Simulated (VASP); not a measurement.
A run of VASP 6.6.1 is set up as follows.

INCAR

```
SYSTEM = Na
PREC     = Accurate       ! precision mode
ENCUT    = 500            ! plane-wave cutoff, eV
EDIFF    = 1E-6           ! SCF threshold, eV
ISMEAR   = 0              ! smearing method
SIGMA    = 0.1            ! smearing width, eV
LREAL    = .FALSE.        ! projectors in reciprocal space
LASPH    = .TRUE.         ! aspherical terms in the spheres
NELM     = 120            ! most SCF steps
ALGO     = Normal         ! electronic algorithm
ISIF     = 2              ! what is computed and relaxed
LWAVE    = .FALSE.        ! write WAVECAR
LCHARG   = .TRUE.         ! write CHGCAR
GGA      = PE             ! functional
LELF     = .TRUE.         ! ELF
LVHAR    = .TRUE.       
NBANDS   = 10             ! bands
GGA_COMPAT= .FALSE.
```

File KPOINTS:

```
regular mesh
0
G
  6 6 6
  0 0 0
```

POSCAR

```
Na
1.0
   -2.1040267987      2.1040267987      2.1040267987
    2.1040267987     -2.1040267987      2.1040267987
    2.1040267987      2.1040267987     -2.1040267987
Na
1
Direct
    0.0000000000      0.0000000000      0.0000000000
```

Potentials or basis: VASP PAW PBE potentials, release 64 (Na_pv).

Command:

```sh
$ cat potpaw_PBE.64/Na_pv/POTCAR > POTCAR
$ mpirun -np 1 vasp_std > vasp.out
```

Q: What does it give for the pressure?

A: 0.0 GPa.
